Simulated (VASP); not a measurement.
# TiPt3 in VASP: notebook

The runs below take TiPt3 through single point, with PBE.

Program: VASP 6.6.1. These are calculated values, not measurements. Logs are shortened: lines on timing, memory, paths and dates and some standing lists are left out, and cuts for length are marked.

## 1. The cell of the first run

Symmetry: Pm-3m, No. 221, cubic system. The conventional cell has a = 3.844 Å, b = 3.844 Å, c = 3.844 Å, α = 90.00°, β = 90.00°, γ = 90.00°. Within 3.6 Å of Pt (site symmetry 4/mmm) lie 8 Pt at 2.72 Å and 4 Ti at 2.72 Å. Ti (site symmetry m-3m) has 12 Pt at 2.72 Å within 3.6 Å.

## 2. Single point, PBE

Contents of INCAR:

```
SYSTEM = TiPt3
  PREC = Accurate
  ENCUT = 520
  EDIFF = 1E-7
  ISMEAR = -1
  SIGMA = 0.05
  LREAL = .False.
  LASPH = .True.
  NELM = 100
  ALGO = Fast
  ISIF = 2
  LWAVE = .False.
  LCHARG = .True.
  GGA = PE
  LELF = .True.
  LVHAR = .True.
  NBANDS = 29
```

Contents of KPOINTS:

```
regular mesh
0
Gamma
  7 7 7
  0 0 0
```

Contents of POSCAR:

```
TiPt3
1.0
    3.8443313815      0.0000000000      0.0000000000
    0.0000000000      3.8443313815      0.0000000000
    0.0000000000      0.0000000000      3.8443313815
Pt Ti
3 1
Direct
    0.5000000000      0.5000000000      0.0000000000
    0.5000000000      0.0000000000      0.5000000000
    0.0000000000      0.5000000000      0.5000000000
    0.0000000000      0.0000000000      0.0000000000
```

Potentials or basis: VASP PAW PBE potentials, release 64 (Pt, Ti_sv).

Command:

```console
cat potpaw_PBE.64/Pt/POTCAR potpaw_PBE.64/Ti_sv/POTCAR > POTCAR
mpirun -np 1 vasp_std > vasp.out
```

OUTCAR:

```text
SYSTEM = TiPt3
   PREC = Accurate
   ENCUT = 520
   EDIFF = 1E-7
   ISMEAR = -1
   LREAL = .False.
   LASPH = .True.
   NELM = 100
   ISIF = 2
   GGA = PE

 ion  position               nearest neighbor table
   1  0.500  0.500  0.000-   2 2.72   3 2.72   4 2.72   2 2.72   3 2.72   2 2.72   4 2.72   2 2.72
                             3 2.72   4 2.72   3 2.72   4 2.72
   2  0.500  0.000  0.500-   1 2.72   3 2.72   4 2.72   1 2.72   4 2.72   1 2.72   3 2.72   1 2.72
                             3 2.72   4 2.72   4 2.72   3 2.72
   3  0.000  0.500  0.500-   1 2.72   2 2.72   4 2.72   1 2.72   4 2.72   2 2.72   4 2.72   4 2.72
                             1 2.72   2 2.72   1 2.72   2 2.72
   4  0.000  0.000  0.000-   1 2.72   2 2.72   3 2.72   2 2.72   3 2.72   1 2.72   3 2.72   3 2.72
                             1 2.72   2 2.72   2 2.72   1 2.72

  LATTYP: Found a simple cubic cell.
 ALAT       =     3.8443313815

  Lattice vectors:

 A1 = (   3.8443313815,   0.0000000000,   0.0000000000)
 A2 = (   0.0000000000,   3.8443313815,   0.0000000000)
 A3 = (   0.0000000000,   0.0000000000,   3.8443313815)

Analysis of symmetry for initial positions (statically):
=====================================================================
 Subroutine PRICEL returns:
 Original cell was already a primitive cell.

 Routine SETGRP: Setting up the symmetry group for a
 simple cubic supercell.

 Subroutine GETGRP returns: Found 48 space group operations
 (whereof 48 operations were pure point group operations)
 out of a pool of 48 trial point group operations.

The static configuration has the point symmetry O_h .

Analysis of symmetry for dynamics (positions and initial velocities):
=====================================================================
 Subroutine PRICEL returns:
 Original cell was already a primitive cell.

 Routine SETGRP: Setting up the symmetry group for a
 simple cubic supercell.

 Subroutine GETGRP returns: Found 48 space group operations
 (whereof 48 operations were pure point group operations)
 out of a pool of 48 trial point group operations.

The dynamic configuration has the point symmetry O_h .

 Subroutine INISYM returns: Found 48 space group operations
 (whereof 48 operations are pure point group operations),
 and found     1 'primitive' translations

----------------------------------------------------------------------------------------

                                     Primitive cell

  volume of cell :      56.8149

  direct lattice vectors                    reciprocal lattice vectors
     3.844331381  0.000000000  0.000000000     0.260123257  0.000000000  0.000000000
     0.000000000  3.844331381  0.000000000     0.000000000  0.260123257  0.000000000
     0.000000000  0.000000000  3.844331381     0.000000000  0.000000000  0.260123257

  length of vectors
     3.844331381  3.844331381  3.844331381     0.260123257  0.260123257  0.260123257

  position of ions in fractional coordinates (direct lattice)
     0.500000000  0.500000000  0.000000000
     0.500000000  0.000000000  0.500000000
     0.000000000  0.500000000  0.500000000
     0.000000000  0.000000000  0.000000000

  ion indices of the primitive-cell ions
   primitive index   ion index
                 1           1
                 2           2
                 3           3
                 4           4

----------------------------------------------------------------------------------------

 KPOINTS: regular mesh

Automatic generation of k-mesh.
 Grid dimensions read from file:
 generate k-points for:    7    7    7

 Generating k-lattice:

  Cartesian coordinates                     Fractional coordinates (reciprocal lattice)
     0.037160465  0.000000000  0.000000000     0.142857143  0.000000000  0.000000000
     0.000000000  0.037160465  0.000000000     0.000000000  0.142857143  0.000000000
     0.000000000  0.000000000  0.037160465     0.000000000  0.000000000  0.142857143

  Length of vectors
     0.037160465  0.037160465  0.037160465

  Shift w.r.t. Gamma in fractional coordinates (k-lattice)
     0.000000000  0.000000000  0.000000000

 Subroutine IBZKPT returns following result:
 ===========================================

 Found     20 irreducible k-points:

 Following reciprocal coordinates:
            Coordinates               Weight
  0.000000  0.000000  0.000000      1.000000
  0.142857  0.000000  0.000000      6.000000
  0.285714  0.000000  0.000000      6.000000
  0.428571  0.000000  0.000000      6.000000
  0.142857  0.142857  0.000000     12.000000
  0.285714  0.142857  0.000000     24.000000
[... 12 lines left out ...]
  0.428571  0.428571  0.285714     24.000000
  0.428571  0.428571  0.428571      8.000000
   k-points           NKPTS =     20   k-points in BZ     NKDIM =     20   number of bands    NBANDS=     29
   number of dos      NEDOS =    301   number of ions     NIONS =      4
   total plane-waves  NPLWV =  27000
   dimension x,y,z NGX =    30 NGY =   30 NGZ =   30
   dimension x,y,z NGXF=    60 NGYF=   60 NGZF=   60
   ions per type =               3   1
   NGX,Y,Z   is equivalent  to a cutoff of  12.97, 12.97, 12.97 a.u.
   NGXF,Y,Z  is equivalent  to a cutoff of  25.95, 25.95, 25.95 a.u.
 SYSTEM =  TiPt3
   PREC   = accura    normal or accurate (medium, high low for compatibility)
   ISTART =      0    job   : 0-new  1-cont  2-samecut
   ICHARG =      2    charge: 1-file 2-atom 10-const
   ISPIN  =      1    spin polarized calculation?
   LNONCOLLINEAR =      F non collinear calculations
   LSORBIT =      F    spin-orbit coupling
   LASPH  =      T    aspherical Exc in radial PAW
   ENCUT  =  520.0 eV  38.22 Ry    6.18 a.u.   7.15  7.15  7.15*2*pi/ulx,y,z
   NELM   =    100;   NELMIN=  2; NELMDL= -5     # of ELM steps
   EDIFF  = 0.1E-06   stopping-criterion for ELM
   LREAL  =      F    real-space projection
   EDIFFG = 0.1E-05   stopping-criterion for IOM
   NSW    =      0    number of steps for IOM
   IBRION =     -1    ionic relax: 0-MD 1-quasi-New 2-CG
   NFREE  =      0    steps in history (QN), initial steepest desc. (CG)
   ISIF   =      2    stress and relaxation
   ISYM   =      2    0-nonsym 1-usesym 2-fastsym
   POTIM  = 0.5000    time-step for ionic-motion
   TEBEG  =    0.0;   TEEND  =   0.0 temperature during run
   PSTRESS=    0.0 pullay stress
   NELECT =      42.0000    total number of electrons
   NUPDOWN=      -1.0000    fix difference up-down
   EMIN   =  10.00;   EMAX   =-10.00  energy-range for DOS
   EFERMI =   0.00;   METHOD = LEGACY
   ISMEAR =    -1;   SIGMA  =   0.05  broadening in eV -4-tet -1-fermi 0-gaus
   EFERMI_NEDOS =   21; number of points for ismear=-14 and -15
   IALGO  =     68    algorithm
   IMIX   =      4    mixing-type and parameters
     AMIX     =   0.40;   BMIX     =  1.00
     AMIX_MAG =   1.60;   BMIX_MAG =  1.00
  volume/ion in A,a.u.               =      14.20        95.85
  Fermi-wavevector in a.u.,A,eV,Ry     =   1.480257  2.797280 29.812551  2.191161
  Thomas-Fermi vector in A             =   2.594313
   LORBIT       =      0    0 simple, 1 ext, 2 COOP (PROOUT), +10 PAW based schemes
   GGA     = PE    functional components
   LHFCALC =     F    Hartree Fock is set to
   AEXX    =    0.0000 exact exchange contribution
   IVDW    =     0    specifies the selected vdW correction
   LEPSILON=     F    determine dielectric tensor
   LRPA    =     F    only Hartree local field effects (RPA)
 non-spin polarized calculation
 RMM-DIIS sequential band-by-band and
  energy-cutoff  :      520.00
  volume of cell :       56.81
 maximum number of plane-waves:      1551
 NGX is ok and might be reduce to    30
   NGX = 15   NGY = 15   NGZ = 15

 number of electron      41.9999996 magnetization

 Free energy of the ion-electron system (eV)
  ---------------------------------------------------
  ext. energy  EPLUGINS =         0.00000000
  ---------------------------------------------------
  free energy    TOTEN  =       -29.24887818 eV

  energy without entropy =      -29.23576519  energy(sigma->0) =      -29.24232168

 E-fermi :  12.6608     XC(G=0): -13.5228

 val. band max:       12.4904298612   @ k =   0.4286   0.0000   0.0000
 cond. band min:      12.7019764074   @ k =   0.4286   0.1429   0.1429
 fundamental gap:      0.2115465462
 Fermi energy:        12.6607613910

 k-point     1 :       0.0000    0.0000    0.0000
  band No.  band energies     occupation
      1     -45.4932      2.00000
      2     -21.7282      2.00000
      3     -21.7282      2.00000
      4     -21.7282      2.00000
      5       1.9846      2.00000
      6       4.7395      2.00000
[... 21 lines left out ...]
     28      14.7989      0.00000
     29      21.5070      0.00000

 k-point     2 :       0.1429    0.0000    0.0000
  band No.  band energies     occupation
      1     -45.4927      2.00000
      2     -21.7349      2.00000
      3     -21.7293      2.00000
      4     -21.7293      2.00000
      5       2.2659      2.00000
      6       4.9203      2.00000
[... 21 lines left out ...]
     28      16.0982      0.00000
     29      21.0052      0.00000

 k-point     3 :       0.2857    0.0000    0.0000
  band No.  band energies     occupation
      1     -45.4917      2.00000
      2     -21.7501      2.00000
      3     -21.7318      2.00000
      4     -21.7318      2.00000
      5       3.0511      2.00000
      6       5.3655      2.00000
[... 21 lines left out ...]
     28      18.0788      0.00000
     29      20.2234      0.00000

 k-point     4 :       0.4286    0.0000    0.0000
  band No.  band energies     occupation
      1     -45.4908      2.00000
      2     -21.7622      2.00000
      3     -21.7339      2.00000
      4     -21.7339      2.00000
      5       4.0396      2.00000
      6       5.5160      2.00000
[... 469 lines left out ...]
     28      16.6110      0.00000
     29      18.4339      0.00000

 k-point    19 :       0.4286    0.4286    0.2857
  band No.  band energies     occupation
      1     -45.4901      2.00000
      2     -21.7491      2.00000
      3     -21.7469      2.00000
      4     -21.7417      2.00000
      5       4.8797      2.00000
      6       5.2172      2.00000
[... 21 lines left out ...]
     28      15.6766      0.00000
     29      18.9391      0.00000

 k-point    20 :       0.4286    0.4286    0.4286
  band No.  band energies     occupation
      1     -45.4902      2.00000
      2     -21.7458      2.00000
      3     -21.7437      2.00000
      4     -21.7437      2.00000
      5       4.7347      2.00000
      6       4.9203      2.00000
[... 21 lines left out ...]
     28      14.5090      0.00000
     29      18.6756      0.00000

------------------------ aborting loop because EDIFF is reached ----------------------------------------

  FORCE on cell =-STRESS in cart. coord.  units (eV):
  Direction    XX          YY          ZZ          XY          YZ          ZX
  --------------------------------------------------------------------------------------
  -------------------------------------------------------------------------------------
  Total        7.9875712      7.9875712      7.9875712      0.0000000     -0.0000000      0.0000000
  in kB      225.2490012    225.2490012    225.2490012      0.0000000     -0.0000000      0.0000000
  external PRESSURE =     225.2490012 kB  Pullay stress =       0.0000000 kB

 VOLUME and BASIS-vectors are now :
 -----------------------------------------------------------------------------
  energy-cutoff  :      520.00
  volume of cell :       56.81
      direct lattice vectors                 reciprocal lattice vectors
     3.844331381  0.000000000  0.000000000     0.260123257  0.000000000  0.000000000
     0.000000000  3.844331381  0.000000000     0.000000000  0.260123257  0.000000000
     0.000000000  0.000000000  3.844331381     0.000000000  0.000000000  0.260123257

 POSITION                                       TOTAL-FORCE (eV/Angst)
 -----------------------------------------------------------------------------------
      1.92217      1.92217      0.00000         0.000000      0.000000      0.000000
      1.92217      0.00000      1.92217         0.000000      0.000000      0.000000
      0.00000      1.92217      1.92217         0.000000      0.000000      0.000000
      0.00000      0.00000      0.00000         0.000000      0.000000      0.000000
 -----------------------------------------------------------------------------------
    total drift:                               -0.000000      0.000000     -0.000000

  FREE ENERGIE OF THE ION-ELECTRON SYSTEM (eV)
  ---------------------------------------------------
  free  energy   TOTEN  =       -29.2488781761 eV

  energy  without entropy=      -29.2357651876  energy(sigma->0) =      -29.24232168
```

Run time: 4.7 min. Hardware: 1 thread of Intel Xeon Platinum 8259CL at 2.50GHz (Skylake/Cascade Lake), shared host; peak memory 0.18 GiB.

Results:

```yaml
Free_energy: -29.2489 eV
Pressure: 22.5 GPa
Band_gap_on_the_k_mesh: zero (bands 21 and 22 overlap by 1.63 eV)
```

Levels at points of the mesh, in eV from the Fermi level:
```tsv
k point	band 19	band 20	band 21	band 22	band 23	band 24
(0.00, 0.00, 0.00)	0.04	0.04	1.46	1.46	1.54	1.54
```

Caveat: the cell stands under pressure; spin-orbit coupling is left out, which moves the levels of the heavy elements.

## 3. Single point, PBE

This run uses another cell than the first one, of 14.80 Å³/atom.

Contents of INCAR:

```
SYSTEM = TiPt3
ALGO     = Fast           ! electronic algorithm
EDIFF    = 1E-6           ! SCF threshold, eV
ENCUT    = 520            ! plane-wave cutoff, eV
GGA      = PE             ! functional
ISIF     = 2              ! what is computed and relaxed
ISMEAR   = -1             ! smearing method
LASPH    = .True.         ! aspherical terms in the spheres
LCHARG   = .False.        ! write CHGCAR
LREAL    = .False.        ! projectors in reciprocal space
LWAVE    = .False.        ! write WAVECAR
NBANDS   = 29             ! bands
NELM     = 60             ! most SCF steps
PREC     = Accurate       ! precision mode
SIGMA    = 0.05           ! smearing width, eV
```

Contents of KPOINTS:

```
k-points
0
Gamma
  7 7 7
  0 0 0
```

Contents of POSCAR:

```
TiPt3
1.0
    3.8970000000      0.0000000000      0.0000000000
    0.0000000000      3.8970000000      0.0000000000
    0.0000000000      0.0000000000      3.8970000000
Pt Ti
3 1
Direct
    0.5000000000      0.5000000000      0.0000000000
    0.5000000000      0.0000000000      0.5000000000
    0.0000000000      0.5000000000      0.5000000000
    0.0000000000      0.0000000000      0.0000000000
```

Potentials or basis: VASP PAW PBE potentials, release 64 (Pt, Ti_sv).

Command:

```console
cat potpaw_PBE.64/Pt/POTCAR potpaw_PBE.64/Ti_sv/POTCAR > POTCAR
mpirun -np 1 vasp_std > vasp.out
```

Wall time 83 s (1 thread of Intel Xeon Platinum 8259CL at 2.50GHz (Skylake/Cascade Lake), shared host); peak memory 0.18 GiB.

Results (log left out):

| Property | Result |
| --- | --- |
| Free energy | -29.4854 eV |
| Pressure | 9.7 GPa |
| Band gap on the k mesh | zero (bands 21 and 22 overlap by 1.52 eV) |

Levels at points of the mesh, in eV from the Fermi level:
```
           k point  band 18  band 19  band 20  band 21  band 22  band 23  band 24  band 25
(0.00, 0.00, 0.00)     0.02     0.02     0.02     1.38     1.38     1.57     1.57     1.57
```

Caveat: the cell stands under pressure; spin-orbit coupling is left out, which moves the levels of the heavy elements.

## 4. Single point, PBE

This run uses another cell than the first one, of 15.09 Å³/atom.

Contents of INCAR:

```
  PREC = Accurate
  ENCUT = 520
  EDIFF = 1E-7
  ISMEAR = -1
  SIGMA = 0.05
  LREAL = F
  LASPH = T
  NELM = 80
  ALGO = Normal
  ISIF = 2
  LWAVE = F
  LCHARG = F
  GGA = PE
  NBANDS = 29
```

Contents of KPOINTS:

```
Automatic mesh
0
Gamma
  7 7 7
```

Contents of POSCAR:

```
TiPt3
1.0
    3.9228086992      0.0000000000      0.0000000000
    0.0000000000      3.9228086992      0.0000000000
    0.0000000000      0.0000000000      3.9228086992
Pt Ti
3 1
Direct
    0.5000000000      0.5000000000      0.0000000000
    0.5000000000      0.0000000000      0.5000000000
    0.0000000000      0.5000000000      0.5000000000
    0.0000000000      0.0000000000      0.0000000000
```

Potentials or basis: VASP PAW PBE potentials, release 64 (Pt, Ti_sv).

Command:

```console
cat potpaw_PBE.64/Pt/POTCAR potpaw_PBE.64/Ti_sv/POTCAR > POTCAR
mpirun -np 1 vasp_std > vasp.out
```

OUTCAR:

```text
PREC = Accurate
   ENCUT = 520
   EDIFF = 1E-7
   ISMEAR = -1
   LREAL = F
   LASPH = T
   NELM = 80
   ISIF = 2
   GGA = PE

 ion  position               nearest neighbor table
   1  0.500  0.500  0.000-   2 2.77   3 2.77   4 2.77   2 2.77   3 2.77   2 2.77   4 2.77   2 2.77
                             3 2.77   4 2.77   3 2.77   4 2.77
   2  0.500  0.000  0.500-   1 2.77   3 2.77   4 2.77   1 2.77   4 2.77   1 2.77   3 2.77   1 2.77
                             3 2.77   4 2.77   4 2.77   3 2.77
   3  0.000  0.500  0.500-   1 2.77   2 2.77   4 2.77   1 2.77   4 2.77   2 2.77   4 2.77   4 2.77
[... 838 lines left out ...]
  -------------------------------------------------------------------------------------
  Total        1.6466764      1.6466764      1.6466764      0.0000000     -0.0000000      0.0000000
  in kB       43.7046311     43.7046311     43.7046311      0.0000000     -0.0000000      0.0000000
  external PRESSURE =      43.7046311 kB  Pullay stress =       0.0000000 kB

 VOLUME and BASIS-vectors are now :
 -----------------------------------------------------------------------------
  energy-cutoff  :      520.00
  volume of cell :       60.37
      direct lattice vectors                 reciprocal lattice vectors
     3.922808699  0.000000000  0.000000000     0.254919390  0.000000000  0.000000000
     0.000000000  3.922808699  0.000000000     0.000000000  0.254919390  0.000000000
     0.000000000  0.000000000  3.922808699     0.000000000  0.000000000  0.254919390

 POSITION                                       TOTAL-FORCE (eV/Angst)
 -----------------------------------------------------------------------------------
      1.96140      1.96140      0.00000         0.000000      0.000000      0.000000
      1.96140      0.00000      1.96140         0.000000      0.000000      0.000000
      0.00000      1.96140      1.96140         0.000000      0.000000      0.000000
      0.00000      0.00000      0.00000         0.000000      0.000000      0.000000
 -----------------------------------------------------------------------------------
    total drift:                                0.000000      0.000000     -0.000000

  FREE ENERGIE OF THE ION-ELECTRON SYSTEM (eV)
  ---------------------------------------------------
  free  energy   TOTEN  =       -29.5380390791 eV

  energy  without entropy=      -29.5249688302  energy(sigma->0) =      -29.53150395
```

stdout:

```text
POSCAR found type information on POSCAR PtTi
 POSCAR found :  2 types and       4 ions
 scaLAPACK will be used
 LDA part: xc-table for (Slater+PW92), standard interpolation
 POSCAR, INCAR and KPOINTS ok, starting setup
 FFT: planning ... GRIDC
 FFT: planning ... GRID_SOFT
 FFT: planning ... GRID
 WAVECAR not read
 entering main loop
```

Wall time 55 s (1 thread of Intel Xeon Platinum 8259CL at 2.50GHz (Skylake/Cascade Lake), shared host); peak memory 0.18 GiB.

What came out:

```
Free energy            : -29.5380 eV
Pressure               : 4.4 GPa
Band gap on the k mesh : zero (bands 21 and 22 overlap by 1.46 eV)
```

Caveat: the cell stands under pressure; spin-orbit coupling is left out, which moves the levels of the heavy elements.

(Continued in part 2 of 2.)

The gap in the log of VASP goes by the Fermi energy; the results here count the filled bands.